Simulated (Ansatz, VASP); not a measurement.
Two plane-wave programs on Ir

File INCAR:

```
  ALGO = Normal
  EDIFF = 1E-6
  ENCUT = 500
  GGA = PS
  GGA_COMPAT = False
  ISIF = 2
  ISMEAR = 0
  LASPH = True
  LCHARG = False
  LREAL = False
  LWAVE = False
  NBANDS = 10
  NELM = 120
  PREC = Accurate
  SIGMA = 0.1
```

The input KPOINTS:

```
k-points
0
Gamma
  8 8 8
```

The input POSCAR:

```
Ir
1.0
    0.0000000000      1.9200010851      1.9200010851
    1.9200010851      0.0000000000      1.9200010851
    1.9200010851      1.9200010851      0.0000000000
Ir
1
Direct
    0.0000000000      0.0000000000      0.0000000000
```

Input for Ansatz:

```yaml
crystal:
  lattice:
    - [0.0, 1.9200010851, 1.9200010851]
    - [1.9200010851, 0.0, 1.9200010851]
    - [1.9200010851, 1.9200010851, 0.0]
  atoms:
    - { symbol: Ir, position: [0.0, 0.0, 0.0] }
basis:
  ecutwfc: 420
kpoints:
  mp_grid: { grid: [8, 8, 8] }
hamiltonian:
  xc: pbesol
scf:
  occupations: { method: gaussian, width: 0.1 }
output:
  forces: true
  stress: true
  eigenvalues: true
```

Alike in both runs: task single point; functional PBEsol; k mesh 8 × 8 × 8; occupations gaussian, width 0.1 eV; no spin polarisation.

|  | VASP | Ansatz |
| --- | --- | --- |
| version | VASP 6.6.1 | Ansatz 0.2.0 |
| potentials or method | VASP PAW PBE potentials, release 64 (Ir), cutoff 500 eV | scalar-relativistic, plane waves, PAW |
| valence electrons in the cell | 9 | 17 |

VASP gave:

```
gap on the k mesh at the Fermi level (eV) : none
pressure (GPa)                            : -0.5
```

**Question.** Estimate Ansatz's values.

**Answer.** gap on the k mesh at the Fermi level (eV): none; pressure (GPa): -1.4.

VASP's potentials were made for PBE, not for PBEsol. A gap of «none» marks a metal or a gap that the smearing closes. The functional is the same, so the differences come from potentials, cutoffs and numerics. VASP's potentials hold 9 valence electrons a cell and Ansatz's 17, so a difference there can come from the potentials and not from the codes.

Neither program's run includes spin-orbit coupling.
